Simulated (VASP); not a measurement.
The system is BaZrO3.

```xyz
5
Lattice="4.2124 0.0000 0.0000 0.0000 4.2124 0.0000 0.0000 0.0000 4.2124" Properties=species:S:1:pos:R:3 pbc="T T T"
Ba    0.0000    0.0000    0.0000
Zr    2.1062    2.1062    2.1062
O     2.1062    0.0000    2.1062
O     2.1062    2.1062    0.0000
O     0.0000    2.1062    2.1062
```

- Program: VASP 6.6.1
- Task: relaxation of cell and atoms
- Functional: PBEsol
- Potentials or basis: VASP PAW PBE potentials, release 64 (Ba_sv, Zr_sv, O)
- Cutoff: 600 eV
- k mesh: 6 × 6 × 6
- Occupations: gaussian, width 0.02 eV
- Spin: no spin polarisation

At the start: pressure -2.6 GPa; volume 14.95 Å³/atom.

Where does the relaxation end?

Over 3 steps the energy falls by 2.0 meV/atom and the volume is 14.71 Å³/atom (-1.6 %); space group Pm-3m (No. 221, to 0.05 Å).

The path:
```
step  energy change (eV)  largest force (eV/Å)  pressure (GPa)  volume (Å³)
   1              0.0000                0.0000           -2.59        74.75
   2              0.0032                0.0000            3.18        72.16
   3             -0.0100                0.0000           -0.01        73.53
```

Final structure:
```
CELL_PARAMETERS angstrom
4.18934 0.00000 0.00000
0.00000 4.18934 0.00000
0.00000 0.00000 4.18934
ATOMIC_POSITIONS crystal
Ba 0.00000 0.00000 0.00000
Zr 0.50000 0.50000 0.50000
O 0.50000 0.00000 0.50000
O 0.50000 0.50000 0.00000
O 0.00000 0.50000 0.50000
```

Caveat: the PAW data sets were made with another functional, which shifts forces and pressure a little.
